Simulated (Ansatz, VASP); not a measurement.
# One calculation of Rh, two programs

```
Rh
1.0
     0.00000    1.95860    1.84450
     1.95860    0.00000    1.84450
     1.95860    1.95860    0.00000
Rh
1
Direct
  0.00000 0.00000 0.00000
```

Change from the starting cell: strain +0.030 along x and y, -0.030 along z, atoms carried along.

Alike in both runs: task single point; functional PBEsol; k mesh 22 × 22 × 22; occupations gaussian, width 0.15 eV; no spin polarisation.

|  | VASP | Ansatz |
| --- | --- | --- |
| version | VASP 6.6.1 | Ansatz 0.2.0 |
| potentials or method | VASP PAW PBE potentials, release 64 (Rh_pv), cutoff 520 eV | scalar-relativistic, plane waves, PAW |
| valence electrons in the cell | 15 | 17 |

VASP gave:

```
gap on the k mesh at the Fermi level (eV)                     : none
pressure (GPa)                                                : -11.8
traceless stress, the component that is largest in VASP (GPa) : 8.49
```

Which values does Ansatz return?

gap on the k mesh at the Fermi level (eV): none; pressure (GPa): -11.7; traceless stress, the component that is largest in VASP (GPa): 8.51.

VASP's potentials were made for PBE, not for PBEsol. A gap of «none» marks a metal or a gap that the smearing closes. The functional is the same, so the differences come from potentials, cutoffs and numerics. VASP's potentials hold 15 valence electrons a cell and Ansatz's 17, so a difference there can come from the potentials and not from the codes.
